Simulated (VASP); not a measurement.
Here is a VASP 6.6.1 calculation.

INCAR

```
SYSTEM = Ba2Pb3
PREC = Accurate
ENCUT = 520
EDIFF = 1E-6
ISMEAR = -5
SIGMA = 0.1
LREAL = .FALSE.
LASPH = .TRUE.
NELM = 100
ALGO = Normal
ISIF = 2
LWAVE = .FALSE.
LCHARG = .FALSE.
GGA = PE
NBANDS = 39
```

KPOINTS

```
regular mesh
0
G
  4 4 4
  0 0 0
```

Contents of POSCAR:

```
Ba2Pb3
1.0
   -2.3891770000      3.9611370000      4.9493140000
    4.7783540000      0.0000000000      0.0000000000
    2.3891770000      3.9611370000     -4.9493140000
Pb Ba
3 2
Direct
    0.0000000000      0.0000000000      0.0000000000
    0.7032000000      0.5000000000      0.7032000000
    0.2968000000      0.5000000000      0.2968000000
    0.7245000000      0.2245000000      0.2755000000
    0.2755000000      0.7755000000      0.7245000000
```

Potentials or basis: VASP PAW PBE potentials, release 64 (Pb_d, Ba_sv).

Launch:

```sh
$ cat potpaw_PBE.64/Pb_d/POTCAR potpaw_PBE.64/Ba_sv/POTCAR > POTCAR
$ mpirun -np 1 vasp_std > vasp.out
```

Predict the pressure.

2.3 GPa.

Estimate the largest force.

0.140 eV/Å.

Stress tensor (GPa, compression positive):
```
 2.03  0.00  0.00
 0.00 -1.08  0.00
 0.00  0.00  5.83
```

Caveat: the k points lie up to 0.37 Å⁻¹ apart; tetrahedron occupations give inexact forces and stress in metals.
